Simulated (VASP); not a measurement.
Crystal: GaS2.

```
Ga S
1.0
     1.60750    0.92809    6.22398
    -1.60750    0.92809    6.22398
     0.00000   -1.85618    6.22398
Ga S
1 2
Direct
  0.00000 0.00000 0.00000
  0.74840 0.74840 0.74840
  0.58490 0.58490 0.58490
```

* Program: VASP 6.6.1
* Task: relaxation of cell and atoms
* Functional: PBE
* Potentials or basis: VASP PAW PBE potentials, release 64 (Ga_d, S)
* Cutoff: 600 eV
* k mesh: 6 × 6 × 6
* Occupations: gaussian, width 0.1 eV
* Spin: no spin polarisation

At the start: pressure 8.9 GPa; volume 18.57 Å³/atom.

Question: Where does the relaxation end?

Answer: Over 19 steps the energy falls by 140.0 meV/atom and the volume is 18.70 Å³/atom (+0.7 %); space group R3m (No. 160, to 0.05 Å).

The path:
```csv
step,energy change (eV),largest force (eV/Å),pressure (GPa),volume (Å³)
1,0.0000,0.5979,8.86,55.71
2,-0.1052,0.8626,-3.67,64.40
3,-0.1503,0.4092,-0.02,61.03
4,-0.2056,0.4353,-0.17,61.84
5,-0.2999,0.1313,-0.51,64.08
6,-0.3024,0.3162,-0.53,64.60
7,-0.3034,0.2292,-0.53,64.38
8,-0.3175,0.3489,-0.24,63.55
9,-0.3279,0.6212,0.45,62.06
10,-0.3329,0.5978,0.32,61.89
11,-0.3465,0.5328,-0.01,61.40
12,-0.3682,0.4219,-0.60,60.41
13,-0.3797,0.2147,-1.16,58.38
14,-0.3819,0.2808,-1.03,58.97
15,-0.3986,0.1936,-0.85,58.27
16,-0.4196,0.0255,-0.14,56.18
17,-0.4198,0.0118,-0.22,56.36
18,-0.4198,0.0124,-0.20,56.31
19,-0.4201,0.0254,0.07,56.09
```

Final structure:
```cif
data_structure
_symmetry_space_group_name_H-M 'P 1'
_symmetry_Int_Tables_number 1
_cell_length_a 5.6259
_cell_length_b 5.6259
_cell_length_c 5.6259
_cell_angle_alpha 36.388
_cell_angle_beta 36.388
_cell_angle_gamma 36.388
_cell_volume 56.09
loop_
_atom_site_label
_atom_site_type_symbol
_atom_site_fract_x
_atom_site_fract_y
_atom_site_fract_z
_atom_site_occupancy
Ga1 Ga 0.00054 0.00054 0.00054 1
S1 S 0.75835 0.75835 0.75835 1
S2 S 0.57441 0.57441 0.57441 1
```

Caveat: the k points lie up to 0.35 Å⁻¹ apart in the final cell.
